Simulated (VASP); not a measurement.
# Cu (I4/mmm) in VASP: a series of runs

Cu is run at these levels: PBEsol; tasks: single point.

Program: VASP 6.6.1. These are calculated values, not measurements. Logs are shortened: lines on timing, memory, paths and dates and some standing lists are left out, and cuts for length are marked.

### 1 The cell of the first run

The typed cell holds 1 atom: a = 2.422 Å, b = 2.422 Å, c = 2.422 Å, α = 109.42°, β = 109.42°, γ = 109.58°.

### 2 Single point, PBEsol (strain -0.030 along x and y, +0.015 along z)

INCAR reads:

```
PREC = Accurate ; ENCUT = 520
EDIFF = 1E-7 ; ISMEAR = 0
SIGMA = 0.15 ; LREAL = False
LASPH = True ; NELM = 80
ALGO = Fast ; ISIF = 2
LWAVE = False ; LCHARG = True
GGA = PS ; LELF = True
LVHAR = True ; NBANDS = 12
```

KPOINTS reads:

```
Automatic mesh
0
Gamma
  24 24 24
```

POSCAR reads:

```
Cu
1.0
   -1.3995095204      1.3995095204      1.3967226717
    1.3995095204     -1.3995095204      1.3967226717
    1.3995095204      1.3995095204     -1.3967226717
Cu
1
Direct
    0.0000000000      0.0000000000      0.0000000000
```

Potentials or basis: VASP PAW PBE potentials, release 64 (Cu).

Run with:

```
$ cat potpaw_PBE.64/Cu/POTCAR > POTCAR
$ mpirun -np 1 vasp_std > vasp.out
```

OUTCAR:

```text
PREC = Accurate
   ENCUT = 520
   EDIFF = 1E-7
   ISMEAR = 0
   LREAL = False
   LASPH = True
   NELM = 80
   ISIF = 2
   GGA = PS

 ion  position               nearest neighbor table
   1  0.000  0.000  0.000-

  LATTYP: Found a body centered tetragonal cell.
 ALAT       =     2.7990190408
 C/A-ratio  =     0.9980086961

  Lattice vectors:

 A1 = (  -1.3995095204,   1.3995095204,   1.3967226717)
 A2 = (   1.3995095204,  -1.3995095204,   1.3967226717)
 A3 = (   1.3995095204,   1.3995095204,  -1.3967226717)

Analysis of symmetry for initial positions (statically):
=====================================================================
 Subroutine PRICEL returns:
 Original cell was already a primitive cell.

 Routine SETGRP: Setting up the symmetry group for a
 body centered tetragonal supercell.

 Subroutine GETGRP returns: Found 16 space group operations
 (whereof 16 operations were pure point group operations)
 out of a pool of 16 trial point group operations.

The static configuration has the point symmetry D_4h.

Analysis of symmetry for dynamics (positions and initial velocities):
=====================================================================
 Subroutine PRICEL returns:
 Original cell was already a primitive cell.

 Routine SETGRP: Setting up the symmetry group for a
 body centered tetragonal supercell.

 Subroutine GETGRP returns: Found 16 space group operations
 (whereof 16 operations were pure point group operations)
 out of a pool of 16 trial point group operations.

The dynamic configuration has the point symmetry D_4h.

 Subroutine INISYM returns: Found 16 space group operations
 (whereof 16 operations are pure point group operations),
 and found     1 'primitive' translations

----------------------------------------------------------------------------------------

                                     Primitive cell

  volume of cell :      10.9426

  direct lattice vectors                    reciprocal lattice vectors
    -1.399509520  1.399509520  1.396722672     0.000000000  0.357268023  0.357980872
     1.399509520 -1.399509520  1.396722672     0.357268023  0.000000000  0.357980872
     1.399509520  1.399509520 -1.396722672     0.357268023  0.357268023  0.000000000

  length of vectors
     2.422413676  2.422413676  2.422413676     0.505757595  0.505757595  0.505253284

  position of ions in fractional coordinates (direct lattice)
     0.000000000  0.000000000  0.000000000

  ion indices of the primitive-cell ions
   primitive index   ion index
                 1           1

----------------------------------------------------------------------------------------

 KPOINTS: Automatic mesh

Automatic generation of k-mesh.
 Grid dimensions read from file:
 generate k-points for:   24   24   24

 Generating k-lattice:

  Cartesian coordinates                     Fractional coordinates (reciprocal lattice)
     0.000000000  0.014886168  0.014915870     0.041666667  0.000000000  0.000000000
     0.014886168  0.000000000  0.014915870     0.000000000  0.041666667  0.000000000
     0.014886168  0.014886168  0.000000000     0.000000000  0.000000000  0.041666667

  Length of vectors
     0.021073233  0.021073233  0.021052220

  Shift w.r.t. Gamma in fractional coordinates (k-lattice)
     0.000000000  0.000000000  0.000000000

 Subroutine IBZKPT returns following result:
 ===========================================

 Found   1063 irreducible k-points:

 Following reciprocal coordinates:
            Coordinates               Weight
  0.000000  0.000000  0.000000      1.000000
  0.041667  0.000000  0.000000      8.000000
  0.083333 -0.000000  0.000000      8.000000
  0.125000  0.000000  0.000000      8.000000
  0.166667  0.000000  0.000000      8.000000
  0.208333  0.000000  0.000000      8.000000
[... 16 lines left out ...]
  0.416667  0.041667  0.000000     16.000000
  0.458333  0.041667  0.000000     16.000000
 [... further k-points ...]
   k-points           NKPTS =   1063   k-points in BZ     NKDIM =   1063   number of bands    NBANDS=     12
   number of dos      NEDOS =    301   number of ions     NIONS =      1
   total plane-waves  NPLWV =   5832
   dimension x,y,z NGX =    18 NGY =   18 NGZ =   18
   dimension x,y,z NGXF=    36 NGYF=   36 NGZF=   36
   ions per type =               1
   NGX,Y,Z   is equivalent  to a cutoff of  12.35, 12.35, 12.35 a.u.
   NGXF,Y,Z  is equivalent  to a cutoff of  24.71, 24.71, 24.71 a.u.
 SYSTEM =  unknown system
   PREC   = accura    normal or accurate (medium, high low for compatibility)
   ISTART =      0    job   : 0-new  1-cont  2-samecut
   ICHARG =      2    charge: 1-file 2-atom 10-const
   ISPIN  =      1    spin polarized calculation?
   LNONCOLLINEAR =      F non collinear calculations
   LSORBIT =      F    spin-orbit coupling
   LASPH  =      T    aspherical Exc in radial PAW
   ENCUT  =  520.0 eV  38.22 Ry    6.18 a.u.   4.50  4.50  4.50*2*pi/ulx,y,z
   NELM   =     80;   NELMIN=  2; NELMDL= -5     # of ELM steps
   EDIFF  = 0.1E-06   stopping-criterion for ELM
   LREAL  =      F    real-space projection
   EDIFFG = 0.1E-05   stopping-criterion for IOM
   NSW    =      0    number of steps for IOM
   IBRION =     -1    ionic relax: 0-MD 1-quasi-New 2-CG
   NFREE  =      0    steps in history (QN), initial steepest desc. (CG)
   ISIF   =      2    stress and relaxation
   ISYM   =      2    0-nonsym 1-usesym 2-fastsym
   POTIM  = 0.5000    time-step for ionic-motion
   TEBEG  =    0.0;   TEEND  =   0.0 temperature during run
   PSTRESS=    0.0 pullay stress
   NELECT =      11.0000    total number of electrons
   NUPDOWN=      -1.0000    fix difference up-down
   EMIN   =  10.00;   EMAX   =-10.00  energy-range for DOS
   EFERMI =   0.00;   METHOD = LEGACY
   ISMEAR =     0;   SIGMA  =   0.15  broadening in eV -4-tet -1-fermi 0-gaus
   EFERMI_NEDOS =   21; number of points for ismear=-14 and -15
   IALGO  =     68    algorithm
   IMIX   =      4    mixing-type and parameters
     AMIX     =   0.40;   BMIX     =  1.00
     AMIX_MAG =   1.60;   BMIX_MAG =  1.00
  volume/ion in A,a.u.               =      10.94        73.84
  Fermi-wavevector in a.u.,A,eV,Ry     =   1.639954  3.099064 36.592193  2.689450
  Thomas-Fermi vector in A             =   2.730674
   LORBIT       =      0    0 simple, 1 ext, 2 COOP (PROOUT), +10 PAW based schemes
   GGA     = PS    functional components
   LHFCALC =     F    Hartree Fock is set to
   AEXX    =    0.0000 exact exchange contribution
   IVDW    =     0    specifies the selected vdW correction
   LEPSILON=     F    determine dielectric tensor
   LRPA    =     F    only Hartree local field effects (RPA)
 non-spin polarized calculation
 RMM-DIIS sequential band-by-band and
 Gauss-broadening in eV      SIGMA  =   0.15
  energy-cutoff  :      520.00
  volume of cell :       10.94
 maximum number of plane-waves:       321
   NGX =  9   NGY =  9   NGZ =  9

 number of electron      11.0000020 magnetization

 Free energy of the ion-electron system (eV)
  ---------------------------------------------------
  ext. energy  EPLUGINS =         0.00000000
  ---------------------------------------------------
  free energy    TOTEN  =        -4.26099862 eV

  energy without entropy =       -4.25683290  energy(sigma->0) =       -4.25891576

 E-fermi :   8.3870     XC(G=0): -13.3613

 val. band max:        8.3865180247   @ k =   0.5000   0.3333   0.0417
 cond. band min:       8.3877028034   @ k =  -0.2083  -0.3333   0.0833
 fundamental gap:      0.0011847787
 Fermi energy:         8.3869718757

 k-point     1 :       0.0000    0.0000    0.0000
  band No.  band energies     occupation
      1      -1.6001      2.00000
      2       5.0169      2.00000
      3       5.0255      2.00000
      4       5.0255      2.00000
      5       6.1611      2.00000
      6       6.1701      2.00000
      7      34.1517      0.00000
      8      34.1517      0.00000
      9      34.1981      0.00000
     10      38.5018      0.00000
     11      38.5425      0.00000
     12      38.6126      0.00000

 k-point     2 :       0.0417    0.0000    0.0000
  band No.  band energies     occupation
      1      -1.5292      2.00000
      2       5.0064      2.00000
      3       5.0249      2.00000
      4       5.0506      2.00000
      5       6.1522      2.00000
      6       6.1656      2.00000
      7      33.4142      0.00000
      8      33.9904      0.00000
      9      34.0080      0.00000
     10      37.3955      0.00000
     11      37.3986      0.00000
     12      37.4334      0.00000

 k-point     3 :       0.0833   -0.0000    0.0000
  band No.  band energies     occupation
      1      -1.3178      2.00000
      2       4.9648      2.00000
      3       5.0211      2.00000
      4       5.1358      2.00000
      5       6.1142      2.00000
      6       6.1682      2.00000
      7      31.6147      0.00000
      8      33.4226      0.00000
      9      33.5906      0.00000
     10      35.8686      0.00000
     11      36.4281      0.00000
     12      36.8783      0.00000

 k-point     4 :       0.1250    0.0000    0.0000
  band No.  band energies     occupation
      1      -0.9707      2.00000
      2       4.8985      2.00000
      3       5.0093      2.00000
      4       5.2740      2.00000
      5       6.0634      2.00000
      6       6.1743      2.00000
      7      29.4233      0.00000
      8      32.4740      0.00000
      9      33.0942      0.00000
     10      34.3948      0.00000
     11      35.7195      0.00000
     12      36.9325      0.00000

 k-point     5 :       0.1667    0.0000    0.0000
  band No.  band energies     occupation
      1      -0.4967      2.00000
      2       4.8127      2.00000
      3       4.9854      2.00000
      4       5.4586      2.00000
      5       6.0177      2.00000
      6       6.1836      2.00000
      7      27.1296      0.00000
      8      31.3981      0.00000
      9      32.5929      0.00000
     10      33.0019      0.00000
     11      35.1761      0.00000
     12      37.3802      0.00000
[... 228 lines left out ...]
      1       2.3605      2.00000
      2       4.3709      2.00000
      3       5.3506      2.00000
      4       6.0684      2.00000
      5       6.2850      2.00000
      6       6.6393      2.00000
      7      17.4977      0.00000
      8      26.8449      0.00000
      9      27.8883      0.00000
     10      31.5588      0.00000
     11      34.5544      0.00000
     12      41.1199      0.00000

 k-point    22 :       0.3750    0.0417   -0.0000
  band No.  band energies     occupation
      1       2.6943      2.00000
      2       4.2996      2.00000
      3       5.8146      2.00000
      4       6.1294      2.00000
      5       6.3590      2.00000
      6       6.9289      2.00000
      7      15.7187      0.00000
      8      26.3647      0.00000
      9      27.2929      0.00000
     10      31.3546      0.00000
     11      34.4708      0.00000
     12      42.0608      0.00000

 k-point    23 :       0.4167    0.0417    0.0000
  band No.  band energies     occupation
      1       2.8512      2.00000
      2       4.2496      2.00000
      3       6.0616      2.00000
      4       6.1940      2.00000
      5       6.6005      2.00000
      6       7.3441      2.00000
      7      14.2328      0.00000
      8      26.0329      0.00000
      9      26.8877      0.00000
     10      31.2205      0.00000
     11      34.4278      0.00000
     12      42.7073      0.00000

 k-point    24 :       0.4583    0.0417    0.0000
  band No.  band energies     occupation
      1       2.9075      2.00000
      2       4.2239      2.00000
      3       6.1134      2.00000
      4       6.2143      2.00000
      5       6.7727      2.00000
      6       7.8051      2.00000
      7      13.2943      0.00000
      8      25.8622      0.00000
      9      26.6832      0.00000
     10      31.1543      0.00000
     11      34.4108      0.00000
     12      43.0087      0.00000

 [... further k-points ...]
[... 5 lines left out ...]
  --------------------------------------------------------------------------------------
  -------------------------------------------------------------------------------------
  Total        0.5062143      0.5062143      0.5059753      0.0000000      0.0000000      0.0000000
  in kB       74.1178974     74.1178974     74.0829061      0.0000000      0.0000000      0.0000000
  external PRESSURE =      74.1062336 kB  Pullay stress =       0.0000000 kB

 VOLUME and BASIS-vectors are now :
 -----------------------------------------------------------------------------
  energy-cutoff  :      520.00
  volume of cell :       10.94
      direct lattice vectors                 reciprocal lattice vectors
    -1.399509520  1.399509520  1.396722672     0.000000000  0.357268023  0.357980872
     1.399509520 -1.399509520  1.396722672     0.357268023  0.000000000  0.357980872
     1.399509520  1.399509520 -1.396722672     0.357268023  0.357268023  0.000000000

 POSITION                                       TOTAL-FORCE (eV/Angst)
 -----------------------------------------------------------------------------------
      0.00000      0.00000      0.00000         0.000000      0.000000     -0.000000
 -----------------------------------------------------------------------------------
    total drift:                                0.000000      0.000000      0.000000

  FREE ENERGIE OF THE ION-ELECTRON SYSTEM (eV)
  ---------------------------------------------------
  free  energy   TOTEN  =        -4.2609986250 eV

  energy  without entropy=       -4.2568328952  energy(sigma->0) =       -4.25891576
```

It took 88 s on 1 thread of Intel Xeon Platinum 8559C (Emerald Rapids), shared host; peak memory 0.24 GiB.

What came out:

- Free energy: -4.2610 eV
- Pressure: 7.4 GPa

Levels at points of the mesh, in eV from the Fermi level:
```tsv
k point	band 3	band 4	band 5	band 6	band 7	band 8	band 9	band 10
(0.00, 0.00, 0.00)	-3.36	-3.36	-2.23	-2.22	25.76	25.76	25.81	30.11
(0.50, 0.00, 0.00)	-2.26	-2.09	-1.40	-0.82	4.76	18.08	18.44	22.26
(0.50, 0.50, 0.00)	-2.27	-2.10	-1.40	-0.84	4.74	18.13	18.50	22.31
(0.50, 0.50, 0.50)	-1.59	-1.59	-1.59	8.47	8.47	8.55	14.15	14.19
```

Caveat: the cell differs from its parent crystal (strain -0.030 along x and y, +0.015 along z); the PAW data sets were made with another functional, which shifts forces and pressure a little.

[end of part 1 of 2]
